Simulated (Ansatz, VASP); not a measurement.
# TiO in VASP and in Ansatz

```
Ti O
1.0
     2.78860    0.00000    0.00000
    -1.39430    2.41500    0.00000
     0.00000    0.00000    2.68200
Ti O
1 1
Direct
  0.66667 0.33333 0.00000
  0.00000 0.00000 0.50000
```

Alike in both runs: task single point; functional PBEsol; k mesh 18 × 18 × 16; occupations gaussian, width 0.15 eV; no spin polarisation.

```csv
,VASP,Ansatz
version,VASP 6.6.1,Ansatz 0.2.0
potentials or method,"VASP PAW PBE potentials, release 64 (Ti_sv, O), cutoff 520 eV","scalar-relativistic, plane waves, PAW"
valence electrons in the cell,18,18
```

|  | VASP | Ansatz | Ansatz less VASP |
| --- | --- | --- | --- |
| gap on the k mesh at the Fermi level (eV) | none | none | - |
| pressure (GPa) | 13.7 | 12.8 | -0.89 |
| traceless stress, the component that is largest in VASP (GPa) | 13.85 | 13.67 | -0.178 |

VASP's potentials were made for PBE, not for PBEsol, and Ansatz warns of the same on its side. A gap of «none» marks a metal or a gap that the smearing closes.
